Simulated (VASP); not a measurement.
A run of VASP 6.6.1 is set up as follows.

Contents of INCAR:

```
ALGO = Normal
EDIFF = 1E-7
ENCUT = 520
GGA = PE
ISIF = 2
ISMEAR = 0
LASPH = True
LCHARG = False
LREAL = False
LWAVE = False
NBANDS = 40
NELM = 100
PREC = Accurate
SIGMA = 0.1
```

Contents of KPOINTS:

```
k-points
0
Gamma
  4 4 4
```

File POSCAR:

```
Yb2YC
1.0
    4.4388511900      0.0000000000      0.0000000000
    0.0000000000      4.4388511900      0.0000000000
    0.0000000000      0.0000000000      5.2451698800
Yb Y C
2 1 1
Direct
    0.0000000000      0.0000000000      0.0000000000
    0.5000000000      0.5000000000      0.0000000000
    0.0000000000      0.0000000000      0.5000000000
    0.5000000000      0.5000000000      0.5000000000
```

Potentials or basis: VASP PAW PBE potentials, release 64 (Yb, Y_sv, C).

Command:

```console
$ cat potpaw_PBE.64/Yb/POTCAR potpaw_PBE.64/Y_sv/POTCAR potpaw_PBE.64/C/POTCAR > POTCAR
$ mpirun -np 1 vasp_std > vasp.out
```

**Question.** Estimate the pressure.

**Answer.** -3.8 GPa.

Stress tensor (GPa, compression positive):
```
-9.06  0.00  0.00
 0.00 -9.06  0.00
 0.00  0.00  6.73
```

Caveat: spin-orbit coupling is left out, which moves the levels of the heavy elements; without U or exact exchange the open f shell lies at the Fermi level, which spoils levels, moments and volumes. Spin polarisation is off, so any magnetic state and its effect on volume and gap are missing.
